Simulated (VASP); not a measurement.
P:

```
P
1.0
    -1.69151    2.51517    1.85894
     1.69151   -2.51517    1.85894
     1.69151    2.51517   -1.85894
P
2
Direct
  0.69669 0.94669 0.75000
  0.30331 0.05331 0.25000
```

```yaml
Program: VASP 6.6.1
Task: relaxation of cell and atoms
Functional: PBE
Potentials_or_basis: VASP PAW PBE potentials, release 64 (P)
Cutoff: 600 eV
k_mesh: 11 × 11 × 11
Occupations: fermi-dirac, width 0.05 eV
Spin: no spin polarisation
```

At the start: pressure 2.4 GPa; volume 15.82 Å³/atom.

Q: How do energy, volume and symmetry change on relaxing?

A: Over 9 steps the energy falls by 4.0 meV/atom and the volume is 15.99 Å³/atom (+1.1 %); space group Imma (No. 74, to 0.1 Å) before and after.

Step by step:
```csv
step,energy change (eV),largest force (eV/Å),pressure (GPa),volume (Å³)
1,0.0000,0.3250,2.42,31.63
2,-0.0022,0.2092,-2.04,32.74
3,-0.0074,0.0244,-0.09,32.22
4,-0.0074,0.0305,-0.07,32.21
5,-0.0076,0.0253,-0.07,32.19
6,-0.0077,0.0215,-0.10,32.17
7,-0.0079,0.0087,-0.10,32.11
8,-0.0080,0.0054,-0.10,32.05
9,-0.0080,0.0075,0.07,31.98
```

Final structure:
```cif
data_structure
_symmetry_space_group_name_H-M 'P 1'
_symmetry_Int_Tables_number 1
_cell_length_a 3.5673
_cell_length_b 3.5673
_cell_length_c 3.5673
_cell_angle_alpha 122.768
_cell_angle_beta 89.977
_cell_angle_gamma 117.333
_cell_volume 31.98
loop_
_atom_site_label
_atom_site_type_symbol
_atom_site_fract_x
_atom_site_fract_y
_atom_site_fract_z
_atom_site_occupancy
P1 P 0.70067 0.95067 0.75000 1
P2 P 0.29933 0.04933 0.25000 1
```
